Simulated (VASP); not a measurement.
Wanted: the native input for a VASP 6.6.1 run.

```
Task                   : single point
Functional             : PBE
Potentials or basis    : VASP PAW PBE potentials, release 64 (W_sv, C)
Cutoff                 : 520 eV
k mesh                 : 24 × 24 × 24
Occupations            : gaussian, width 0.15 eV
Spin                   : no spin polarisation
Dipole correction      : no
Further INCAR settings : ALGO = Normal; EDIFF = 1e-07; NBANDS = 16
```

The structure of WC lies in POSCAR:

```
WC
1.0
    0.0000000000      2.1900108577      2.1900108577
    2.2776112920      0.0000000000      2.1900108577
    2.2776112920      2.1900108577      0.0000000000
W C
1 1
Direct
    0.0000000000      0.0000000000      0.0000000000
    0.5000000000      0.5000000000      0.5000000000
```

This cell differs from its parent crystal: strain +0.0400 x Voigt [1, 0, 0, 0, 0, 0].

One way to write it, as run:

INCAR

```
SYSTEM = WC
  PREC = Accurate
  ENCUT = 520
  EDIFF = 1E-7
  ISMEAR = 0
  SIGMA = 0.15
  LREAL = .FALSE.
  LASPH = .TRUE.
  NELM = 80
  ALGO = Normal
  ISIF = 2
  LWAVE = .FALSE.
  LCHARG = .TRUE.
  GGA = PE
  LELF = .TRUE.
  LVHAR = .TRUE.
  NBANDS = 16
```

KPOINTS

```
regular mesh
0
G
  24 24 24
  0 0 0
```

Potentials or basis: VASP PAW PBE potentials, release 64 (W_sv, C).

Launch:

```console
$ cat potpaw_PBE.64/W_sv/POTCAR potpaw_PBE.64/C/POTCAR > POTCAR
$ mpirun -np 1 vasp_std > vasp.out
```

It gave:

```
Pressure               : -11.3 GPa
Band gap on the k mesh : zero (band 9 reaches 12.73 eV, above the bottom of band 10 at 9.91 eV)
```

Caveat: the cell differs from its parent crystal (strain +0.0400 x Voigt [1, 0, 0, 0, 0, 0]); spin-orbit coupling is left out, which moves the levels of the heavy elements.

Run time: 2.1 min on 1 thread of Intel(R) Xeon(R) Platinum 8488C (Sapphire Rapids), with other jobs on the host, peak memory 0.45 GiB.
